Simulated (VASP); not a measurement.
# Al3VF (P4mm) in VASP: a series of runs

Runs on Al3VF. Level: PBE. Tasks: single point, relaxation of cell and atoms.

All numbers are computed with VASP 6.6.1; they aren't measurements. Logs are shortened: lines on timing, memory, paths and dates and some standing lists are left out, and cuts for length are marked.

## (1) The cell of the first run

Symmetry: P4mm, No. 99, tetragonal system. Conventional cell: a = 4.663 Å, b = 4.663 Å, c = 5.125 Å, α = 90.00°, β = 90.00°, γ = 90.00°. Within 3.1 Å of Al (site symmetry 2mm) lie 2 F at 2.35 Å and 2 V at 2.54 Å and 2 Al at 2.77 Å. Al (site symmetry 4mm) has 2 V at 2.50 to 2.63 Å and 4 Al at 2.77 Å within 3.3 Å. Within 3.3 Å of V (site symmetry 4mm) lie 6 Al at 2.50 to 2.63 Å. Within 3.1 Å of F (site symmetry 4mm) lie 4 Al at 2.35 Å.

The cell was generated, and may not be a known phase.

## (2) Single point, PBE, collinear spin, ferromagnetic start

INCAR reads:

```
SYSTEM = Al3VF
PREC = Accurate ; ENCUT = 600
EDIFF = 1E-6 ; ISMEAR = 0
SIGMA = 0.1 ; LREAL = .False.
LASPH = .True. ; NELM = 200
ALGO = Normal ; ISIF = 2
LWAVE = .False. ; LCHARG = .False.
ISPIN = 2 ; MAGMOM = 0 0 0 2 0
LORBIT = 11 ; LMAXMIX = 4
GGA = PE ; NBANDS = 26
GGA_COMPAT = .False.
```

KPOINTS reads:

```
Automatic mesh
0
Gamma
  4 4 4
  0 0 0
```

POSCAR reads:

```
Al3VF
1.0
    4.6629220646      0.0000000000      0.0000000000
    0.0000000000      4.6629220646      0.0000000000
    0.0000000000      0.0000000000      5.1254103097
Al V F
3 1 1
Direct
    0.0000000000      0.5000000000      0.3866322802
    0.5000000000      0.0000000000      0.3866322802
    0.5000000000      0.5000000000      0.0943484626
    0.5000000000      0.5000000000      0.5817523537
    0.0000000000      0.0000000000      0.3232346434
```

Potentials or basis: VASP PAW PBE potentials, release 64 (Al, V_sv, F).

The run is started by

```
$ cat potpaw_PBE.64/Al/POTCAR potpaw_PBE.64/V_sv/POTCAR potpaw_PBE.64/F/POTCAR > POTCAR
$ mpirun -np 1 vasp_std > vasp.out
```

OUTCAR:

```text
SYSTEM = Al3VF
   PREC = Accurate
   ENCUT = 600
   EDIFF = 1E-6
   ISMEAR = 0
   LREAL = .False.
   LASPH = .True.
   NELM = 200
   ISIF = 2
   ISPIN = 2
   LORBIT = 11
   GGA = PE

 ion  position               nearest neighbor table
   1  0.000  0.500  0.387-   5 2.35   5 2.35   4 2.54   4 2.54   3 2.77   3 2.77   2 3.30   2 3.30
                             2 3.30   2 3.30
   2  0.500  0.000  0.387-   5 2.35   5 2.35   4 2.54   4 2.54   3 2.77   3 2.77   1 3.30   1 3.30
                             1 3.30   1 3.30
   3  0.500  0.500  0.094-   4 2.50   4 2.63   1 2.77   2 2.77   2 2.77   1 2.77
   4  0.500  0.500  0.582-   3 2.50   2 2.54   1 2.54   2 2.54   1 2.54   3 2.63
   5  0.000  0.000  0.323-   1 2.35   2 2.35   1 2.35   2 2.35

  LATTYP: Found a simple tetragonal cell.
 ALAT       =     4.6629220646
 C/A-ratio  =     1.0991842108

  Lattice vectors:

 A1 = (   4.6629220646,   0.0000000000,   0.0000000000)
 A2 = (   0.0000000000,   4.6629220646,   0.0000000000)
 A3 = (   0.0000000000,   0.0000000000,   5.1254103097)

Analysis of symmetry for initial positions (statically):
=====================================================================
 Subroutine PRICEL returns:
 Original cell was already a primitive cell.

 Routine SETGRP: Setting up the symmetry group for a
 simple tetragonal supercell.

 Subroutine GETGRP returns: Found  8 space group operations
 (whereof  8 operations were pure point group operations)
 out of a pool of 16 trial point group operations.

The static configuration has the point symmetry C_4v.

Analysis of symmetry for dynamics (positions and initial velocities):
=====================================================================
 Subroutine PRICEL returns:
 Original cell was already a primitive cell.

 Routine SETGRP: Setting up the symmetry group for a
 simple tetragonal supercell.

 Subroutine GETGRP returns: Found  8 space group operations
 (whereof  8 operations were pure point group operations)
 out of a pool of 16 trial point group operations.

The dynamic configuration has the point symmetry C_4v.

Analysis of structural, dynamic, and magnetic symmetry:
=====================================================================
 Subroutine PRICEL returns:
 Original cell was already a primitive cell.

 Routine SETGRP: Setting up the symmetry group for a
 simple tetragonal supercell.

 Subroutine GETGRP returns: Found  8 space group operations
 (whereof  8 operations were pure point group operations)
 out of a pool of 16 trial point group operations.

The overall configuration has the point symmetry C_4v.

 Subroutine INISYM returns: Found  8 space group operations
[... 129 lines left out ...]
  energy-cutoff  :      600.00
  volume of cell :      111.44
 maximum number of plane-waves:      3748
 NGX is ok and might be reduce to    40
   NGX = 19   NGY = 19   NGZ = 21

 number of electron      29.0000011 magnetization       1.7326605

 Free energy of the ion-electron system (eV)
  ---------------------------------------------------
  ext. energy  EPLUGINS =         0.00000000
  ---------------------------------------------------
  free energy    TOTEN  =       -22.26419043 eV

  energy without entropy =      -22.24711744  energy(sigma->0) =      -22.25565394

 E-fermi :   3.1538     XC(G=0):  -8.4939

 val. band max:        3.1455496723   @ k =   0.5000   0.5000   0.0000
 cond. band min:       3.1662564736   @ k =   0.5000   0.0000   0.0000
 fundamental gap:      0.0207068013
 Fermi energy:         3.1537767832

 spin component 1

 k-point     1 :       0.0000    0.0000    0.0000
  band No.  band energies     occupation
      1     -60.9067      1.00000
      2     -34.8381      1.00000
      3     -34.8381      1.00000
      4     -34.7370      1.00000
      5     -20.3684      1.00000
      6      -4.1179      1.00000
[... 511 lines left out ...]
     25      11.1798      0.00000
     26      11.4366      0.00000
 Fermi energy:         3.1537767832

 spin component 2

 k-point     1 :       0.0000    0.0000    0.0000
  band No.  band energies     occupation
      1     -59.4431      1.00000
      2     -33.6585      1.00000
      3     -33.1930      1.00000
      4     -33.1930      1.00000
      5     -20.3355      1.00000
      6      -4.0437      1.00000
[... 511 lines left out ...]
     25      11.1466      0.00000
     26      11.7179      0.00000

------------------------ aborting loop because EDIFF is reached ----------------------------------------

  FORCE on cell =-STRESS in cart. coord.  units (eV):
  Direction    XX          YY          ZZ          XY          YZ          ZX
  --------------------------------------------------------------------------------------
  -------------------------------------------------------------------------------------
  Total        0.1448011      0.1448011      0.4582310      0.0000000      0.0000000      0.0000000
  in kB        2.0817928      2.0817928      6.5879473      0.0000000      0.0000000      0.0000000
  external PRESSURE =       3.5838443 kB  Pullay stress =       0.0000000 kB

 VOLUME and BASIS-vectors are now :
 -----------------------------------------------------------------------------
  energy-cutoff  :      600.00
  volume of cell :      111.44
      direct lattice vectors                 reciprocal lattice vectors
     4.662922065  0.000000000  0.000000000     0.214457798  0.000000000  0.000000000
     0.000000000  4.662922065  0.000000000     0.000000000  0.214457798  0.000000000
     0.000000000  0.000000000  5.125410310     0.000000000  0.000000000  0.195106331

 POSITION                                       TOTAL-FORCE (eV/Angst)
 -----------------------------------------------------------------------------------
      0.00000      2.33146      1.98165        -0.000000      0.000000     -0.120712
      2.33146      0.00000      1.98165        -0.000000      0.000000     -0.120712
      2.33146      2.33146      0.48357        -0.000000      0.000000      0.011060
      2.33146      2.33146      2.98172        -0.000000     -0.000000      0.260149
      0.00000      0.00000      1.65671         0.000000      0.000000     -0.029784
 -----------------------------------------------------------------------------------
    total drift:                               -0.000000     -0.000000      0.000712

  FREE ENERGIE OF THE ION-ELECTRON SYSTEM (eV)
  ---------------------------------------------------
  free  energy   TOTEN  =       -22.2641904338 eV

  energy  without entropy=      -22.2471174412  energy(sigma->0) =      -22.25565394

 total charge

# of ion       s       p       d       tot
------------------------------------------
    1        0.489   0.278   0.000   0.767
    2        0.489   0.278   0.000   0.767
    3        0.476   0.356   0.000   0.833
    4        2.285   6.140   3.160  11.585
    5        1.743   4.307   0.000   6.050
--------------------------------------------------
tot          5.483  11.359   3.160  20.002

 magnetization (x)

# of ion       s       p       d       tot
------------------------------------------
    1       -0.017   0.005   0.000  -0.013
    2       -0.017   0.005   0.000  -0.013
    3       -0.010  -0.024   0.000  -0.034
    4        0.025   0.014   1.523   1.562
    5        0.001   0.016   0.000   0.018
--------------------------------------------------
tot         -0.018   0.016   1.523   1.520
```

stdout:

```text
POSCAR found type information on POSCAR AlV F
 POSCAR found :  3 types and       5 ions
 scaLAPACK will be used
 LDA part: xc-table for (Slater+PW92), standard interpolation
 POSCAR, INCAR and KPOINTS ok, starting setup
 FFT: planning ... GRIDC
 FFT: planning ... GRID_SOFT
 FFT: planning ... GRID
 WAVECAR not read
 entering main loop
```

Wall time 3.2 min (1 thread of Intel Xeon Platinum 8259CL at 2.50GHz (Skylake/Cascade Lake), shared host); peak memory 0.35 GiB.

Results:

| Property | Result |
| --- | --- |
| Free energy | -22.2642 eV |
| Pressure | 0.4 GPa |
| Largest force | 0.260 eV/Å |
| Net moment | 1.73 μB per cell |
| Site moments | Al -0.01, -0.03 (each value once); V +1.56; F +0.02 μB |
| Valence electrons inside the program's atomic spheres | Al 0.77, 0.83 (each value once); V 11.59; F 6.05 |

Forces on the atoms (eV/Å):
```
Al   0.000  0.000 -0.121
Al   0.000  0.000 -0.121
Al   0.000  0.000  0.011
V    0.000  0.000  0.260
F    0.000  0.000 -0.030
```

Stress tensor (GPa, compression positive):
```
0.21 0.00 0.00
0.00 0.21 0.00
0.00 0.00 0.66
```

With open d or f shells a metallic result of PBE can be an artefact of self-interaction; +U or a hybrid may open a gap.

## (3) Relaxation of cell and atoms, PBE, collinear spin, ferromagnetic start

This run uses another cell than the first one, of 13.61 Å³/atom.

INCAR reads:

```
PREC = Accurate
ENCUT = 600
EDIFF = 1E-7
ISMEAR = 0
SIGMA = 0.1
LREAL = False
LASPH = True
NELM = 200
ALGO = Normal
ISIF = 3
LWAVE = False
LCHARG = False
ISPIN = 2
MAGMOM = 0 0 0 2 0
LORBIT = 11
LMAXMIX = 4
GGA = PE
IBRION = 2
NSW = 90
EDIFFG = -0.04
GGA_COMPAT = False
NELMIN = 4
```

KPOINTS reads:

```
Automatic mesh
0
Gamma
  4 4 4
```

POSCAR reads:

```
Al3VF
1.0
    3.7735161600      0.0000000000      0.0000000000
    0.0000000000      3.7735161600      0.0000000000
    0.0000000000      0.0000000000      4.7804168600
Al V F
3 1 1
Direct
    0.0000000000      0.5000000000      0.5000000000
    0.5000000000      0.0000000000      0.5000000000
    0.5000000000      0.5000000000      0.1076000000
    0.5000000000      0.5000000000      0.6650000200
    0.0000000000      0.0000000000      0.0000000000
```

Potentials or basis: VASP PAW PBE potentials, release 64 (Al, V_sv, F).

The run is started by

```
$ cat potpaw_PBE.64/Al/POTCAR potpaw_PBE.64/V_sv/POTCAR potpaw_PBE.64/F/POTCAR > POTCAR
$ mpirun -np 1 vasp_std > vasp.out
```

Run time: 70 min. Hardware: 1 thread of Intel Xeon Platinum 8259CL at 2.50GHz (Skylake/Cascade Lake), shared host; peak memory 0.26 GiB.

Results (log left out):

```yaml
Free_energy: -22.1739 eV
Relaxed_volume: 21.85 Å³/atom
Relaxed_cell: a = 4.592 Å, b = 4.592 Å, c = 5.181 Å, α = 90.00°, β = 90.00°, γ = 90.00°
Space_group_after_relaxing_to_0.1_Å: P4mm (No. 99)
Energy_gained_by_relaxing: 1258.4 meV/atom
Ionic_steps: 34
Pressure_after_relaxing: 0.0 GPa
Net_moment: 1.75 μB per cell
Site_moments: Al -0.01, -0.04 (each value once); V +1.62; F +0.01 μB
Valence_electrons_inside_the_program's_atomic_spheres: Al 0.77, 0.84 (each value once); V 11.56; F 6.09
```

The path:
```csv
step,energy change (eV),largest force (eV/Å),pressure (GPa),volume (Å³)
1,0.0000,4.9864,50.10,68.07
2,-4.4037,0.9564,-7.23,119.21
3,-4.8688,1.1067,-0.96,101.88
4,-4.8714,1.0564,-0.51,101.12
5,-4.9702,0.6220,0.21,100.71
6,-4.9833,0.6218,0.39,100.60
7,-4.9976,0.6229,0.80,100.38
8,-5.0654,0.6388,0.52,101.19
9,-5.1883,0.9484,0.16,103.47
10,-5.1923,1.2747,0.20,104.12
11,-5.2664,0.9316,-0.61,105.22
12,-5.3304,0.9183,-2.03,107.63
13,-5.4082,0.9449,-1.58,106.85
14,-5.6236,1.0367,-0.05,104.54
15,-5.8477,1.6888,3.84,100.00
16,-5.9325,1.4057,3.87,100.29
17,-6.0983,0.6528,4.03,101.17
18,-6.0670,0.7532,4.17,102.88
19,-6.1360,0.2758,4.17,102.00
20,-6.1997,0.2698,2.58,104.38
21,-6.2562,0.4471,-0.45,109.58
22,-6.2563,0.4577,-0.59,109.86
23,-6.2700,0.2715,-0.44,109.84
24,-6.2819,0.2179,-0.06,109.76
25,-6.2845,0.1336,-0.04,109.68
26,-6.2873,0.0963,0.01,109.46
27,-6.2881,0.0864,0.01,109.47
28,-6.2896,0.0581,0.00,109.48
29,-6.2897,0.0551,-0.01,109.48
30,-6.2906,0.0543,-0.01,109.44
31,-6.2917,0.0519,-0.01,109.33
32,-6.2918,0.0507,-0.01,109.28
33,-6.2917,0.0795,-0.09,109.21
34,-6.2920,0.0018,-0.05,109.25
```

Final structure:
```
CELL_PARAMETERS angstrom
4.59208 0.00000 0.00000
0.00000 4.59208 0.00000
0.00000 0.00000 5.18092
ATOMIC_POSITIONS crystal
Al 0.00000 0.50000 0.38435
Al 0.50000 0.00000 0.38435
Al 0.50000 0.50000 0.10127
V 0.50000 0.50000 0.59495
F 0.00000 0.00000 0.30768
```

Levels at points of the mesh, in eV from the Fermi level:
Spin up:
| k point | band 13 | band 14 | band 15 | band 16 | band 17 | band 18 |
| --- | --- | --- | --- | --- | --- | --- |
| (0.00, 0.00, 0.00) | -1.12 | -0.69 | -0.19 | 1.07 | 1.07 | 1.27 |
| (0.50, 0.00, 0.00) | -0.52 | -0.31 | -0.18 | 0.18 | 1.12 | 1.24 |
| (0.50, 0.50, 0.00) | -0.84 | -0.15 | -0.05 | -0.05 | 0.73 | 1.19 |
| (0.00, 0.00, 0.50) | -1.33 | -1.11 | -0.17 | 0.88 | 2.17 | 2.17 |
| (0.50, 0.00, 0.50) | -1.21 | -0.68 | -0.30 | -0.28 | 1.09 | 2.25 |
| (0.50, 0.50, 0.50) | -0.89 | -0.65 | -0.65 | -0.34 | -0.13 | 1.23 |
Spin down:
| k point | band 11 | band 12 | band 13 | band 14 | band 15 | band 16 | band 17 | band 18 |
| --- | --- | --- | --- | --- | --- | --- | --- | --- |
| (0.00, 0.00, 0.00) | -1.84 | -0.71 | -0.71 | -0.56 | 1.65 | 1.65 | 1.69 | 1.75 |
| (0.50, 0.00, 0.00) | -1.56 | -1.05 | -0.05 | 0.56 | 0.84 | 1.27 | 1.48 | 1.74 |
| (0.50, 0.50, 0.00) | -2.50 | -0.18 | -0.02 | 0.65 | 0.65 | 0.99 | 1.25 | 1.25 |
| (0.00, 0.00, 0.50) | -1.92 | -0.91 | -0.91 | -0.29 | 1.07 | 1.80 | 2.88 | 2.88 |
| (0.50, 0.00, 0.50) | -2.88 | -1.24 | -0.53 | -0.49 | 0.85 | 1.51 | 1.96 | 2.67 |
| (0.50, 0.50, 0.50) | -2.38 | -1.79 | -0.52 | -0.52 | 0.30 | 0.89 | 1.02 | 2.05 |

Caveat: the k points lie up to 0.34 Å⁻¹ apart in the final cell; the volume moved by over 15 % at a fixed basis, so the end points are rough. With open d or f shells a metallic result of PBE can be an artefact of self-interaction; +U or a hybrid may open a gap.
